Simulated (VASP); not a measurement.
# Fe2H2F3 in VASP: single point with r2SCAN

Aim: the single point of Fe2H2F3 with r2SCAN.

Program: VASP 6.6.1. These are calculated values, not measurements. Logs are shortened: lines on timing, memory, paths and dates and some standing lists are left out, and cuts for length are marked.

**1. The cell of the first run**

The typed cell holds 7 atoms: a = 3.052 Å, b = 3.052 Å, c = 7.628 Å, α = 90.00°, β = 90.00°, γ = 120.00°.

**2. Single point, r2SCAN, collinear spin, antiferromagnetic start**

Input file POSCAR:

```
Fe2H2F3
1.0
    3.0522244000      0.0000000000      0.0000000000
   -1.5261122000      2.6433062700      0.0000000000
    0.0000000000      0.0000000000      7.6280883400
H Fe F
2 2 3
Direct
    0.3333000000      0.6667000000      0.5666000000
    0.6667000000      0.3333000000      0.4334000000
    0.6667000000      0.3333000000      0.8399000000
    0.3333000000      0.6667000000      0.1601000000
    0.3333000000      0.6667000000      0.6949000000
    0.6667000000      0.3333000000      0.3051000000
    0.0000000000      0.0000000000      0.0000000000
```

Input file INCAR.step1:

```
PREC = Accurate
ENCUT = 520
ISMEAR = -5
SIGMA = 0.1
LREAL = False
LASPH = True
NELM = 150
ISPIN = 2
MAGMOM = 0 0 4 -4 0 0 0
LMAXMIX = 4
NBANDS = 32
GGA = PE
ALGO = Normal
EDIFF = 1E-4
LWAVE = True
LCHARG = False
```

Input file INCAR.step2:

```
PREC = Accurate
ENCUT = 520
EDIFF = 1E-6
ISMEAR = -1
SIGMA = 0.1
LREAL = False
LASPH = True
NELM = 150
ALGO = Normal
ISIF = 2
LWAVE = False
LCHARG = False
ISPIN = 2
MAGMOM = 0 0 4 -4 0 0 0
LORBIT = 11
LMAXMIX = 4
METAGGA = R2SCAN
LMIXTAU = True
NBANDS = 32
ISTART = 1
```

Input file KPOINTS:

```
Automatic mesh
0
Gamma
  7 7 3
  0 0 0.5
```

Potentials or basis: VASP PAW PBE potentials, release 64 (H, Fe, F).

Started as:

```bash
cat potpaw_PBE.64/H/POTCAR potpaw_PBE.64/Fe/POTCAR potpaw_PBE.64/F/POTCAR > POTCAR
cp INCAR.step1 INCAR
mpirun -np 1 vasp_std > vasp.out
cp INCAR.step2 INCAR
mpirun -np 1 vasp_std > vasp.out
```

OUTCAR:

```text
PREC = Accurate
   ENCUT = 520
   EDIFF = 1E-6
   ISMEAR = -1
   LREAL = False
   LASPH = True
   NELM = 150
   ISIF = 2
   ISPIN = 2
   LORBIT = 11
   METAGGA = R2SCAN
   ISTART = 1

 ion  position               nearest neighbor table
   1  0.333  0.667  0.567-   5 0.98
   2  0.667  0.333  0.433-   6 0.98
   3  0.667  0.333  0.840-   5 2.08   5 2.08   5 2.08   7 2.14   7 2.14   7 2.14   4 3.01   4 3.01
                             4 3.01
   4  0.333  0.667  0.160-   6 2.08   6 2.08   6 2.08   7 2.14   7 2.14   7 2.14   3 3.01   3 3.01
                             3 3.01
   5  0.333  0.667  0.695-   1 0.98   3 2.08   3 2.08   3 2.08
   6  0.667  0.333  0.305-   2 0.98   4 2.08   4 2.08   4 2.08
   7  0.000  0.000  0.000-   3 2.14   4 2.14   3 2.14   4 2.14   3 2.14   4 2.14

  LATTYP: Found a hexagonal cell.
 ALAT       =     3.0522244000
 C/A-ratio  =     2.4991898826

  Lattice vectors:

 A1 = (   3.0522244000,   0.0000000000,   0.0000000000)
 A2 = (  -1.5261122000,   2.6433062700,   0.0000000000)
 A3 = (   0.0000000000,   0.0000000000,   7.6280883400)

Analysis of symmetry for initial positions (statically):
=====================================================================
 Subroutine PRICEL returns:
 Original cell was already a primitive cell.

 Routine SETGRP: Setting up the symmetry group for a
 hexagonal supercell.

 Subroutine GETGRP returns: Found  4 space group operations
 (whereof  4 operations were pure point group operations)
 out of a pool of 24 trial point group operations.

The static configuration has the point symmetry C_2h.

Analysis of symmetry for dynamics (positions and initial velocities):
=====================================================================
 Subroutine PRICEL returns:
 Original cell was already a primitive cell.

 Routine SETGRP: Setting up the symmetry group for a
 hexagonal supercell.

 Subroutine GETGRP returns: Found  4 space group operations
 (whereof  4 operations were pure point group operations)
 out of a pool of 24 trial point group operations.

The dynamic configuration has the point symmetry C_2h.

Analysis of structural, dynamic, and magnetic symmetry:
=====================================================================
 Subroutine PRICEL returns:
 Original cell was already a primitive cell.

 Routine SETGRP: Setting up the symmetry group for a
 hexagonal supercell.

 Subroutine GETGRP returns: Found  4 space group operations
 (whereof  4 operations were pure point group operations)
 out of a pool of 24 trial point group operations.

The overall configuration has the point symmetry C_2h.

 Subroutine INISYM returns: Found  4 space group operations
 (whereof  4 operations are pure point group operations),
 and found     1 'primitive' translations

----------------------------------------------------------------------------------------

                                     Primitive cell

  volume of cell :      61.5431

  direct lattice vectors                    reciprocal lattice vectors
     3.052224400  0.000000000  0.000000000     0.327629908  0.189157044  0.000000000
    -1.526112200  2.643306270  0.000000000     0.000000000  0.378314088  0.000000000
     0.000000000  0.000000000  7.628088340     0.000000000  0.000000000  0.131094444

  length of vectors
     3.052224400  3.052226480  7.628088340     0.378314345  0.378314088  0.131094444

  position of ions in fractional coordinates (direct lattice)
     0.333300000  0.666700000  0.566600000
     0.666700000  0.333300000  0.433400000
     0.666700000  0.333300000  0.839900000
     0.333300000  0.666700000  0.160100000
     0.333300000  0.666700000  0.694900000
     0.666700000  0.333300000  0.305100000
     0.000000000  0.000000000  0.000000000

  ion indices of the primitive-cell ions
   primitive index   ion index
                 1           1
                 2           2
                 3           3
                 4           4
                 5           5
[... 36 lines left out ...]
  0.285714 -0.000000  0.166667      4.000000
[... 16 lines left out ...]
  0.428571  0.142857  0.166667      4.000000
  0.428571  0.428571  0.166667      4.000000
 [... further k-points ...]
   k-points           NKPTS =     44   k-points in BZ     NKDIM =     44   number of bands    NBANDS=     32
   number of dos      NEDOS =    301   number of ions     NIONS =      7
   total plane-waves  NPLWV =  34560
   dimension x,y,z NGX =    24 NGY =   24 NGZ =   60
   dimension x,y,z NGXF=    48 NGYF=   48 NGZF=  120
   ions per type =               2   2   3
   NGX,Y,Z   is equivalent  to a cutoff of  13.07, 13.07, 13.08 a.u.
   NGXF,Y,Z  is equivalent  to a cutoff of  26.14, 26.14, 26.15 a.u.
 SYSTEM =  unknown system
   PREC   = accura    normal or accurate (medium, high low for compatibility)
   ISTART =      1    job   : 0-new  1-cont  2-samecut
   ICHARG =      0    charge: 1-file 2-atom 10-const
   ISPIN  =      2    spin polarized calculation?
   LNONCOLLINEAR =      F non collinear calculations
   LSORBIT =      F    spin-orbit coupling
   LASPH  =      T    aspherical Exc in radial PAW
   ENCUT  =  520.0 eV  38.22 Ry    6.18 a.u.   5.68  5.68 14.18*2*pi/ulx,y,z
   NELM   =    150;   NELMIN=  2; NELMDL=  0     # of ELM steps
   EDIFF  = 0.1E-05   stopping-criterion for ELM
   LREAL  =      F    real-space projection
   EDIFFG = 0.1E-04   stopping-criterion for IOM
   NSW    =      0    number of steps for IOM
   IBRION =     -1    ionic relax: 0-MD 1-quasi-New 2-CG
   NFREE  =      0    steps in history (QN), initial steepest desc. (CG)
   ISIF   =      2    stress and relaxation
   ISYM   =      2    0-nonsym 1-usesym 2-fastsym
   POTIM  = 0.5000    time-step for ionic-motion
   TEBEG  =    0.0;   TEEND  =   0.0 temperature during run
   PSTRESS=    0.0 pullay stress
   NELECT =      39.0000    total number of electrons
   NUPDOWN=      -1.0000    fix difference up-down
   EMIN   =  10.00;   EMAX   =-10.00  energy-range for DOS
   EFERMI =   0.00;   METHOD = LEGACY
   ISMEAR =    -1;   SIGMA  =   0.10  broadening in eV -4-tet -1-fermi 0-gaus
   EFERMI_NEDOS =   21; number of points for ismear=-14 and -15
   IALGO  =     38    algorithm
   IMIX   =      4    mixing-type and parameters
     AMIX     =   0.40;   BMIX     =  1.00
     AMIX_MAG =   1.60;   BMIX_MAG =  1.00
  volume/ion in A,a.u.               =       8.79        59.33
  Fermi-wavevector in a.u.,A,eV,Ry     =   1.406166  2.657268 26.902824  1.977302
  Thomas-Fermi vector in A             =   2.528553
   LORBIT       =     11    0 simple, 1 ext, 2 COOP (PROOUT), +10 PAW based schemes
   METAGGA = R2SCAN    functional components
   LHFCALC =     F    Hartree Fock is set to
   AEXX    =    0.0000 exact exchange contribution
   IVDW    =     0    specifies the selected vdW correction
   LEPSILON=     F    determine dielectric tensor
   LRPA    =     F    only Hartree local field effects (RPA)
 spin polarized calculation
  energy-cutoff  :      520.00
  volume of cell :       61.54
 maximum number of plane-waves:      1672
   NGX = 11   NGY = 11   NGZ = 29

 number of electron      39.0000009 magnetization      -0.0000000

 number of electron      39.0000009 magnetization       0.0000000

 Free energy of the ion-electron system (eV)
  ---------------------------------------------------
  ext. energy  EPLUGINS =         0.00000000
  ---------------------------------------------------
  free energy    TOTEN  =       -46.57362067 eV

  energy without entropy =      -46.41889889  energy(sigma->0) =      -46.49625978

 E-fermi :   5.8055     XC(G=0): -11.4572

 val. band max:        5.7932564090   @ k =   0.4286   0.1429   0.5000
 cond. band min:       5.8244860754   @ k =  -0.2857  -0.1429   0.1667
 fundamental gap:      0.0312296663
 Fermi energy:         5.8054810972

 spin component 1

 k-point     1 :       0.0000    0.0000    0.1667
  band No.  band energies     occupation
      1     -25.6974      1.00000
      2     -25.5324      1.00000
      3     -23.6136      1.00000
      4      -8.8705      1.00000
      5      -8.0824      1.00000
      6      -4.6512      1.00000
[... 805 lines left out ...]
     30      15.2050      0.00000
     31      16.0181      0.00000

 [... further k-points ...]

 spin component 2

 k-point     1 :       0.0000    0.0000    0.1667
  band No.  band energies     occupation
      1     -25.6974      1.00000
      2     -25.5324      1.00000
      3     -23.6136      1.00000
      4      -8.8705      1.00000
      5      -8.0824      1.00000
      6      -4.6512      1.00000
[... 805 lines left out ...]
     30      15.2050      0.00000
     31      16.0181      0.00000

 [... further k-points ...]

 [bands above 31 left out]

------------------------ aborting loop because EDIFF is reached ----------------------------------------

  FORCE on cell =-STRESS in cart. coord.  units (eV):
  Direction    XX          YY          ZZ          XY          YZ          ZX
  --------------------------------------------------------------------------------------
  -------------------------------------------------------------------------------------
  Total        8.2627235      8.2659277     16.2198977      0.0027619      0.0008394     -0.0014942
  in kB      215.1068009    215.1902174    422.2591145      0.0719022      0.0218522     -0.0388991
  external PRESSURE =     284.1853776 kB  Pullay stress =       0.0000000 kB

 VOLUME and BASIS-vectors are now :
 -----------------------------------------------------------------------------
  energy-cutoff  :      520.00
  volume of cell :       61.54
      direct lattice vectors                 reciprocal lattice vectors
     3.052224400  0.000000000  0.000000000     0.327629908  0.189157044  0.000000000
    -1.526112200  2.643306270  0.000000000     0.000000000  0.378314088  0.000000000
     0.000000000  0.000000000  7.628088340     0.000000000  0.000000000  0.131094444

 POSITION                                       TOTAL-FORCE (eV/Angst)
 -----------------------------------------------------------------------------------
     -0.00015      1.76229      4.32207        -0.000029      0.000017     -2.891246
      1.52626      0.88101      3.30601         0.000029     -0.000017      2.891246
      1.52626      0.88101      6.40683        -0.002126      0.001227      0.205827
     -0.00015      1.76229      1.22126         0.002126     -0.001227     -0.205827
     -0.00015      1.76229      5.30076         0.001555     -0.000898      1.702670
      1.52626      0.88101      2.32733        -0.001555      0.000898     -1.702670
      0.00000      0.00000      0.00000         0.000000      0.000000     -0.000000
 -----------------------------------------------------------------------------------
    total drift:                                0.000000      0.000000      0.000000

  FREE ENERGIE OF THE ION-ELECTRON SYSTEM (eV)
  ---------------------------------------------------
  free  energy   TOTEN  =       -46.5736206729 eV

  energy  without entropy=      -46.4188988939  energy(sigma->0) =      -46.49625978

 total charge

# of ion       s       p       d       tot
------------------------------------------
    1        0.519   0.142   0.000   0.661
    2        0.519   0.142   0.000   0.661
    3        0.235   0.253   6.464   6.951
    4        0.235   0.253   6.464   6.951
    5        1.772   4.442   0.000   6.214
    6        1.772   4.442   0.000   6.214
    7        1.760   4.389   0.000   6.149
--------------------------------------------------
tot          6.812  14.062  12.928  33.801

 magnetization (x)

# of ion       s       p       d       tot
------------------------------------------
    1       -0.003   0.001   0.000  -0.002
    2        0.003  -0.001   0.000   0.002
    3        0.019   0.008   3.038   3.065
    4       -0.019  -0.008  -3.038  -3.065
    5        0.007   0.039   0.000   0.046
    6       -0.007  -0.039   0.000  -0.046
    7        0.000   0.000   0.000   0.000
--------------------------------------------------
tot          0.000   0.000   0.000   0.000
```

Run time: 7.9 min. Hardware: 1 thread of Intel Xeon Platinum 8488C (Sapphire Rapids), shared host; peak memory 0.3 GiB.

Results:

```
Free energy                                           : -46.5736 eV
Pressure                                              : 28.4 GPa
Largest force                                         : 2.891 eV/Å
Net moment                                            : 0.00 μB per cell
Site moments                                          : H -0.00, +0.00; Fe +3.06, -3.06; F +0.05, -0.05, +0.00 μB
Valence electrons inside the program's atomic spheres : H 0.66; Fe 6.95; F 6.21, 6.15 (each value once)
```

Forces in eV/Å, atoms in the order of the input:
```
H    0.000  0.000 -2.891
H    0.000  0.000  2.891
Fe  -0.002  0.001  0.206
Fe   0.002 -0.001 -0.206
F    0.002 -0.001  1.703
F   -0.002  0.001 -1.703
F    0.000  0.000  0.000
```

Caveat: the stress differs along the axes, from 22 to 42 GPa; the PAW data sets were made with another functional, which shifts forces and pressure a little.
